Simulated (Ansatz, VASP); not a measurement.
**Two plane-wave programs on La5O**

```xyz
6
Lattice="0.0000 4.2970 4.2970 4.2970 0.0000 4.2970 4.2970 4.2970 0.0000" Properties=species:S:1:pos:R:3 pbc="T T T"
La    5.3712    3.2227    3.2227
La    5.3712    5.3712    5.3712
La    3.2227    5.3712    3.2227
La    3.2227    3.2227    5.3712
La    2.1485    2.1485    2.1485
O     0.0000    0.0000    0.0000
```

Change from the starting cell: species swapped into the DyCu5 type (F-43m, No. 216).

Alike in both runs: task relaxation of cell and atoms; functional PBE; k mesh 4 × 4 × 4; occupations gaussian, width 0.1 eV; no spin polarisation.

```csv
,VASP,Ansatz
version,VASP 6.6.1,Ansatz 0.2.0
potentials or method,"VASP PAW PBE potentials, release 64 (La, O), cutoff 600 eV","scalar-relativistic, plane waves, PAW"
valence electrons in the cell,61,61
```

VASP gave:

* gap on the k mesh at the Fermi level, each at its own relaxed structure (eV): none
* relaxed volume (Å³/atom): 33.40
* relaxed cell length with the largest relative difference (Å): 6.569

Question: Estimate Ansatz's values.

Answer: gap on the k mesh at the Fermi level, each at its own relaxed structure (eV): none; relaxed volume (Å³/atom): 33.30; relaxed cell length with the largest relative difference (Å): 6.562.

A gap of «none» marks a metal or a gap that the smearing closes.

Neither program's run includes spin-orbit coupling. Noted on VASP's run: the volume moved by over 15 % at a fixed basis, so the end points are rough.
